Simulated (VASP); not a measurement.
# HfN (Fm-3m) in VASP: a series of runs

The runs below take HfN through single point, relaxation of cell and atoms, with PBE.

Program: VASP 6.6.1. These are calculated values, not measurements. Logs are shortened: lines on timing, memory, paths and dates and some standing lists are left out, and cuts for length are marked.

### 1 The cell of the first run

It takes space group Fm-3m (No. 225, cubic). The conventional cell has a = 4.548 Å, b = 4.548 Å, c = 4.548 Å, α = 90.00°, β = 90.00°, γ = 90.00°. Within 3.0 Å of Hf (site symmetry m-3m) lie 6 N at 2.27 Å. Within 3.0 Å of N (site symmetry m-3m) lie 6 Hf at 2.27 Å.

### 2 Single point, PBE

INCAR

```
PREC = Accurate
ENCUT = 520
EDIFF = 1E-6
ISMEAR = 0
SIGMA = 0.1
LREAL = F
LASPH = T
NELM = 100
ALGO = Normal
ISIF = 2
LWAVE = F
LCHARG = T
GGA = PE
LELF = T
LVHAR = T
NBANDS = 14
```

KPOINTS

```
regular mesh
0
Gamma
  16 16 16
```

POSCAR

```
HfN
1.0
    0.0000000000      2.2738954513      2.2738954513
    2.2738954513      0.0000000000      2.2738954513
    2.2738954513      2.2738954513      0.0000000000
Hf N
1 1
Direct
    0.0000000000      0.0000000000      0.0000000000
    0.5000000000      0.5000000000      0.5000000000
```

Potentials or basis: VASP PAW PBE potentials, release 64 (Hf_pv, N).

Run with:

```
cat potpaw_PBE.64/Hf_pv/POTCAR potpaw_PBE.64/N/POTCAR > POTCAR
mpirun -np 1 vasp_std > vasp.out
```

OUTCAR:

```text
PREC = Accurate
   ENCUT = 520
   EDIFF = 1E-6
   ISMEAR = 0
   LREAL = F
   LASPH = T
   NELM = 100
   ISIF = 2
   GGA = PE

 ion  position               nearest neighbor table
   1  0.000  0.000  0.000-   2 2.27   2 2.27   2 2.27   2 2.27   2 2.27   2 2.27
   2  0.500  0.500  0.500-   1 2.27   1 2.27   1 2.27   1 2.27   1 2.27   1 2.27

  LATTYP: Found a face centered cubic cell.
 ALAT       =     4.5477909026

  Lattice vectors:

 A1 = (   0.0000000000,   2.2738954513,   2.2738954513)
 A2 = (   2.2738954513,   0.0000000000,   2.2738954513)
 A3 = (   2.2738954513,   2.2738954513,   0.0000000000)

Analysis of symmetry for initial positions (statically):
=====================================================================
 Subroutine PRICEL returns:
 Original cell was already a primitive cell.

 Routine SETGRP: Setting up the symmetry group for a
 face centered cubic supercell.

 Subroutine GETGRP returns: Found 48 space group operations
 (whereof 48 operations were pure point group operations)
 out of a pool of 48 trial point group operations.

The static configuration has the point symmetry O_h .

Analysis of symmetry for dynamics (positions and initial velocities):
=====================================================================
 Subroutine PRICEL returns:
 Original cell was already a primitive cell.

 Routine SETGRP: Setting up the symmetry group for a
 face centered cubic supercell.

 Subroutine GETGRP returns: Found 48 space group operations
 (whereof 48 operations were pure point group operations)
 out of a pool of 48 trial point group operations.

The dynamic configuration has the point symmetry O_h .

 Subroutine INISYM returns: Found 48 space group operations
 (whereof 48 operations are pure point group operations),
 and found     1 'primitive' translations

----------------------------------------------------------------------------------------

                                     Primitive cell

  volume of cell :      23.5148

  direct lattice vectors                    reciprocal lattice vectors
     0.000000000  2.273895451  2.273895451    -0.219886978  0.219886978  0.219886978
     2.273895451  0.000000000  2.273895451     0.219886978 -0.219886978  0.219886978
     2.273895451  2.273895451  0.000000000     0.219886978  0.219886978 -0.219886978

  length of vectors
     3.215773787  3.215773787  3.215773787     0.380855419  0.380855419  0.380855419

  position of ions in fractional coordinates (direct lattice)
     0.000000000  0.000000000  0.000000000
     0.500000000  0.500000000  0.500000000

  ion indices of the primitive-cell ions
   primitive index   ion index
                 1           1
                 2           2

----------------------------------------------------------------------------------------

 KPOINTS: regular mesh

Automatic generation of k-mesh.
 Grid dimensions read from file:
 generate k-points for:   16   16   16

 Generating k-lattice:

  Cartesian coordinates                     Fractional coordinates (reciprocal lattice)
    -0.013742936  0.013742936  0.013742936     0.062500000  0.000000000  0.000000000
     0.013742936 -0.013742936  0.013742936     0.000000000  0.062500000  0.000000000
     0.013742936  0.013742936 -0.013742936     0.000000000  0.000000000  0.062500000

  Length of vectors
     0.023803464  0.023803464  0.023803464

  Shift w.r.t. Gamma in fractional coordinates (k-lattice)
     0.000000000  0.000000000  0.000000000

 Subroutine IBZKPT returns following result:
 ===========================================

 Found    145 irreducible k-points:

 Following reciprocal coordinates:
            Coordinates               Weight
  0.000000  0.000000  0.000000      1.000000
  0.062500  0.000000  0.000000      8.000000
  0.125000  0.000000  0.000000      8.000000
  0.187500  0.000000  0.000000      8.000000
  0.250000  0.000000  0.000000      8.000000
  0.312500  0.000000  0.000000      8.000000
[... 16 lines left out ...]
 -0.125000  0.062500  0.000000     24.000000
 -0.062500  0.062500  0.000000     12.000000
 [... further k-points ...]
   k-points           NKPTS =    145   k-points in BZ     NKDIM =    145   number of bands    NBANDS=     14
   number of dos      NEDOS =    301   number of ions     NIONS =      2
   total plane-waves  NPLWV =  13824
   dimension x,y,z NGX =    24 NGY =   24 NGZ =   24
   dimension x,y,z NGXF=    48 NGYF=   48 NGZF=   48
   ions per type =               1   1
   NGX,Y,Z   is equivalent  to a cutoff of  12.41, 12.41, 12.41 a.u.
   NGXF,Y,Z  is equivalent  to a cutoff of  24.81, 24.81, 24.81 a.u.
 SYSTEM =  unknown system
   PREC   = accura    normal or accurate (medium, high low for compatibility)
   ISTART =      0    job   : 0-new  1-cont  2-samecut
   ICHARG =      2    charge: 1-file 2-atom 10-const
   ISPIN  =      1    spin polarized calculation?
   LNONCOLLINEAR =      F non collinear calculations
   LSORBIT =      F    spin-orbit coupling
   LASPH  =      T    aspherical Exc in radial PAW
   ENCUT  =  520.0 eV  38.22 Ry    6.18 a.u.   5.98  5.98  5.98*2*pi/ulx,y,z
   NELM   =    100;   NELMIN=  2; NELMDL= -5     # of ELM steps
   EDIFF  = 0.1E-05   stopping-criterion for ELM
   LREAL  =      F    real-space projection
   EDIFFG = 0.1E-04   stopping-criterion for IOM
   NSW    =      0    number of steps for IOM
   IBRION =     -1    ionic relax: 0-MD 1-quasi-New 2-CG
   NFREE  =      0    steps in history (QN), initial steepest desc. (CG)
   ISIF   =      2    stress and relaxation
   ISYM   =      2    0-nonsym 1-usesym 2-fastsym
   POTIM  = 0.5000    time-step for ionic-motion
   TEBEG  =    0.0;   TEEND  =   0.0 temperature during run
   PSTRESS=    0.0 pullay stress
   NELECT =      15.0000    total number of electrons
   NUPDOWN=      -1.0000    fix difference up-down
   EMIN   =  10.00;   EMAX   =-10.00  energy-range for DOS
   EFERMI =   0.00;   METHOD = LEGACY
   ISMEAR =     0;   SIGMA  =   0.10  broadening in eV -4-tet -1-fermi 0-gaus
   EFERMI_NEDOS =   21; number of points for ismear=-14 and -15
   IALGO  =     38    algorithm
   IMIX   =      4    mixing-type and parameters
     AMIX     =   0.40;   BMIX     =  1.00
     AMIX_MAG =   1.60;   BMIX_MAG =  1.00
  volume/ion in A,a.u.               =      11.76        79.34
  Fermi-wavevector in a.u.,A,eV,Ry     =   1.409261  2.663117 27.021395  1.986016
  Thomas-Fermi vector in A             =   2.531335
   LORBIT       =      0    0 simple, 1 ext, 2 COOP (PROOUT), +10 PAW based schemes
   GGA     = PE    functional components
   LHFCALC =     F    Hartree Fock is set to
   AEXX    =    0.0000 exact exchange contribution
   IVDW    =     0    specifies the selected vdW correction
   LEPSILON=     F    determine dielectric tensor
   LRPA    =     F    only Hartree local field effects (RPA)
 non-spin polarized calculation
 Gauss-broadening in eV      SIGMA  =   0.10
  energy-cutoff  :      520.00
  volume of cell :       23.51
 maximum number of plane-waves:       648
   NGX = 11   NGY = 11   NGZ = 11

 number of electron      15.0000000 magnetization

 Free energy of the ion-electron system (eV)
  ---------------------------------------------------
  ext. energy  EPLUGINS =         0.00000000
  ---------------------------------------------------
  free energy    TOTEN  =       -21.75871183 eV

  energy without entropy =      -21.75575037  energy(sigma->0) =      -21.75723110

 E-fermi :   8.2101     XC(G=0): -12.6291

 val. band max:        8.2094423916   @ k =  -0.1250   0.0625   0.0000
 cond. band min:       8.2133994085   @ k =   0.3750   0.1250   0.0000
 fundamental gap:      0.0039570169
 Fermi energy:         8.2101235892

 k-point     1 :       0.0000    0.0000    0.0000
  band No.  band energies     occupation
      1     -23.0213      2.00000
      2     -23.0213      2.00000
      3     -23.0213      2.00000
      4      -9.1829      2.00000
      5       5.2059      2.00000
      6       5.2059      2.00000
      7       5.2059      2.00000
      8       7.8736      2.00000
      9       7.8736      2.00000
     10       7.8736      2.00000
     11       9.8201      0.00000
     12      10.1306      0.00000
     13      10.1306      0.00000
     14      17.7266      0.00000

 k-point     2 :       0.0625    0.0000    0.0000
  band No.  band energies     occupation
      1     -23.0584      2.00000
      2     -23.0244      2.00000
      3     -23.0244      2.00000
      4      -9.0964      2.00000
      5       4.8025      2.00000
      6       4.9779      2.00000
      7       4.9779      2.00000
      8       7.9807      1.99882
      9       8.0050      1.99627
     10       8.0050      1.99627
     11      10.1161      0.00000
     12      10.4264      0.00000
     13      10.4264      0.00000
     14      18.0268      0.00000

 k-point     3 :       0.1250    0.0000    0.0000
  band No.  band energies     occupation
      1     -23.1624      2.00000
      2     -23.0334      2.00000
      3     -23.0334      2.00000
      4      -8.8475      2.00000
      5       3.9009      2.00000
      6       4.4473      2.00000
      7       4.4473      2.00000
      8       8.1627      1.49735
      9       8.3514      0.04567
     10       8.3514      0.04567
     11      10.8642      0.00000
     12      11.1980      0.00000
     13      11.1980      0.00000
     14      18.8597      0.00000
[... 324 lines left out ...]
 k-point    23 :      -0.1250    0.0625    0.0000
  band No.  band energies     occupation
      1     -23.2228      2.00000
      2     -23.0652      2.00000
      3     -23.0288      2.00000
      4      -8.6705      2.00000
      5       3.3167      2.00000
      6       3.9920      2.00000
      7       4.4155      2.00000
      8       8.2094      1.00769
      9       8.3273      0.09757
     10       9.0243      0.00000
     11      10.5964      0.00000
     12      11.8452      0.00000
     13      12.1324      0.00000
     14      19.4451      0.00000

 k-point    24 :      -0.0625    0.0625    0.0000
  band No.  band energies     occupation
      1     -23.1098      2.00000
      2     -23.0437      2.00000
      3     -23.0232      2.00000
      4      -8.9577      2.00000
      5       4.1995      2.00000
      6       4.5628      2.00000
      7       4.8655      2.00000
      8       8.0315      1.98849
      9       8.0439      1.98123
     10       8.4680      0.00026
     11      10.1511      0.00000
     12      10.9285      0.00000
     13      11.1361      0.00000
     14      18.5026      0.00000

 [... further k-points ...]
[... 5 lines left out ...]
  --------------------------------------------------------------------------------------
  -------------------------------------------------------------------------------------
  Total       -0.3445341     -0.3445341     -0.3445341     -0.0000000     -0.0000000      0.0000000
  in kB      -23.4747705    -23.4747705    -23.4747705     -0.0000000     -0.0000000      0.0000000
  external PRESSURE =     -23.4747705 kB  Pullay stress =       0.0000000 kB

 VOLUME and BASIS-vectors are now :
 -----------------------------------------------------------------------------
  energy-cutoff  :      520.00
  volume of cell :       23.51
      direct lattice vectors                 reciprocal lattice vectors
     0.000000000  2.273895451  2.273895451    -0.219886978  0.219886978  0.219886978
     2.273895451  0.000000000  2.273895451     0.219886978 -0.219886978  0.219886978
     2.273895451  2.273895451  0.000000000     0.219886978  0.219886978 -0.219886978

 POSITION                                       TOTAL-FORCE (eV/Angst)
 -----------------------------------------------------------------------------------
      0.00000      0.00000      0.00000        -0.000000     -0.000000     -0.000000
      2.27390      2.27390      2.27390         0.000000      0.000000      0.000000
 -----------------------------------------------------------------------------------
    total drift:                                0.000000     -0.000000     -0.000000

  FREE ENERGIE OF THE ION-ELECTRON SYSTEM (eV)
  ---------------------------------------------------
  free  energy   TOTEN  =       -21.7587118250 eV

  energy  without entropy=      -21.7557503684  energy(sigma->0) =      -21.75723110
```

It took 26 s on 1 thread of AMD EPYC 9R45 (Zen 5), shared host; peak memory 0.15 GiB.

What came out:

| Property | Result |
| --- | --- |
| Free energy | -21.7587 eV |
| Pressure | -2.3 GPa |

Levels at points of the mesh, in eV from the Fermi level:
```tsv
k point	band 6	band 7	band 8	band 9	band 10	band 11
(0.00, 0.00, 0.00)	-3.00	-3.00	-0.34	-0.34	-0.34	1.61
(0.50, 0.00, 0.00)	-6.08	-6.08	3.19	3.60	3.60	4.32
(0.50, 0.50, 0.00)	-3.72	-3.68	-3.68	3.99	5.36	5.37
```

Caveat: spin-orbit coupling is left out, which moves the levels of the heavy elements.

### 3 Single point, PBE

This run uses another cell than the first one, of 11.48 Å³/atom, 0.977 times its volume.

INCAR

```
SYSTEM = HfN
  PREC = Accurate
  ENCUT = 520
  EDIFF = 1E-7
  ISMEAR = 0
  SIGMA = 0.1
  LREAL = .False.
  LASPH = .True.
  NELM = 80
  ALGO = Normal
  ISIF = 2
  LWAVE = .False.
  LCHARG = .False.
  GGA = PE
  NBANDS = 14
```

KPOINTS

```
Automatic mesh
0
Gamma
  8 8 8
  0 0 0
```

POSCAR

```
HfN
1.0
    0.0000000000      2.2560000000      2.2560000000
    2.2560000000      0.0000000000      2.2560000000
    2.2560000000      2.2560000000      0.0000000000
Hf N
1 1
Direct
    0.0000000000      0.0000000000      0.0000000000
    0.5000000000      0.5000000000      0.5000000000
```

Potentials or basis: VASP PAW PBE potentials, release 64 (Hf_pv, N).

Run with:

```
cat potpaw_PBE.64/Hf_pv/POTCAR potpaw_PBE.64/N/POTCAR > POTCAR
mpirun -np 1 vasp_std > vasp.out
```

Run time: 7.5 s. Hardware: 1 thread of Intel Xeon Platinum 8259CL at 2.50GHz (Skylake/Cascade Lake), shared host; peak memory 0.14 GiB.

Results (log left out):

```yaml
Free_energy: -21.7392 eV
Pressure: 4.4 GPa
```

Levels at points of the mesh, in eV from the Fermi level:
| k point | band 4 | band 5 | band 6 | band 7 | band 8 | band 9 | band 10 | band 11 | band 12 | band 13 |
| --- | --- | --- | --- | --- | --- | --- | --- | --- | --- | --- |
| (0.00, 0.00, 0.00) | -17.52 | -3.02 | -3.02 | -3.02 | -0.35 | -0.35 | -0.35 | 1.84 | 1.98 | 1.98 |
| (0.50, 0.00, 0.00) | -14.77 | -8.90 | -6.19 | -6.19 | 3.30 | 3.73 | 3.73 | 4.45 | 8.89 | 8.89 |
| (0.50, 0.50, 0.00) | -16.43 | -5.40 | -3.82 | -3.68 | -3.68 | 4.12 | 5.55 | 5.55 | 5.64 | 8.05 |

Caveat: spin-orbit coupling is left out, which moves the levels of the heavy elements.

### 4 Relaxation of cell and atoms, PBE

This run uses another cell than the first one, of 11.48 Å³/atom, 0.977 times its volume.

INCAR

```
SYSTEM = HfN
ALGO = Normal ; EDIFF = 1E-6
EDIFFG = -0.005 ; ENCUT = 600
GGA = PE ; IBRION = 2
ISIF = 3 ; ISMEAR = 0
LASPH = .True. ; LCHARG = .False.
LREAL = .False. ; LWAVE = .False.
NELM = 80 ; NSW = 100
PREC = Accurate ; SIGMA = 0.1
```

KPOINTS

```
k-points
0
Gamma
  16 16 16
  0 0 0
```

POSCAR is that of step 3.

Run with:

```
cat potpaw_PBE.64/Hf_pv/POTCAR potpaw_PBE.64/N/POTCAR > POTCAR
mpirun -np 1 vasp_std > vasp.out
```

Run time: 1.8 min. Hardware: 1 thread of Intel Xeon Platinum 8259CL at 2.50GHz (Skylake/Cascade Lake), shared host; peak memory 0.2 GiB.

The run converged. Its results:

```yaml
Free_energy: -21.7616 eV
Relaxed_volume: 11.65 Å³/atom
Relaxed_cell: a = 3.206 Å, b = 3.206 Å, c = 3.206 Å, α = 60.00°, β = 60.00°, γ = 60.00°
Space_group_after_relaxing_to_0.05_Å: Fm-3m (No. 225)
Energy_gained_by_relaxing: 2.1 meV/atom
Ionic_steps: 3
Pressure_after_relaxing: 0.0 GPa
```

The path:
| step | energy change (eV) | largest force (eV/Å) | pressure (GPa) | volume (Å³) |
| --- | --- | --- | --- | --- |
| 1 | 0.0000 | 0.0000 | 4.05 | 22.96 |
| 2 | 0.0101 | 0.0000 | -6.93 | 23.94 |
| 3 | -0.0042 | 0.0000 | -0.02 | 23.30 |

Final structure:
```cif
data_structure
_symmetry_space_group_name_H-M 'P 1'
_symmetry_Int_Tables_number 1
_cell_length_a 3.2061
_cell_length_b 3.2061
_cell_length_c 3.2061
_cell_angle_alpha 60.000
_cell_angle_beta 60.000
_cell_angle_gamma 60.000
_cell_volume 23.30
loop_
_atom_site_label
_atom_site_type_symbol
_atom_site_fract_x
_atom_site_fract_y
_atom_site_fract_z
_atom_site_occupancy
Hf1 Hf 0.00000 0.00000 0.00000 1
N1 N 0.50000 0.50000 0.50000 1
```

Levels at points of the mesh, in eV from the Fermi level:
| k point | band 5 | band 6 | band 7 | band 8 | band 9 | band 10 | band 11 |
| --- | --- | --- | --- | --- | --- | --- | --- |
| (0.00, 0.00, 0.00) | -3.02 | -3.02 | -3.02 | -0.34 | -0.34 | -0.34 | 1.69 |
| (0.50, 0.00, 0.00) | -8.83 | -6.13 | -6.13 | 3.23 | 3.65 | 3.65 | 4.37 |
| (0.50, 0.50, 0.00) | -5.42 | -3.76 | -3.69 | -3.69 | 4.04 | 5.44 | 5.47 |

Caveat: spin-orbit coupling is left out, which moves the levels of the heavy elements.

### 5 Overview

```tsv
task	cell	k mesh	cutoff (eV)	gap on the mesh (eV)	pressure (GPa)
single point	a = 3.216 Å, angles 60.0°, 2 atoms	16 × 16 × 16	520	none	-2.3
single point	a = 3.190 Å, angles 60.0°, 2 atoms	8 × 8 × 8	520	none	4.4
relaxation of cell and atoms	relaxed from a = 3.190 Å, angles 60.0°, 2 atoms	16 × 16 × 16	600	none	0.0
```

Alike in all rows: level PBE; potentials or basis VASP PAW PBE potentials, release 64 (Hf_pv, N); no spin polarisation; smearing gaussian 0.1 eV.

Caveats: spin-orbit coupling is left out, which moves the levels of the heavy elements.

Absolute energies hang on the potentials; compare differences alone.
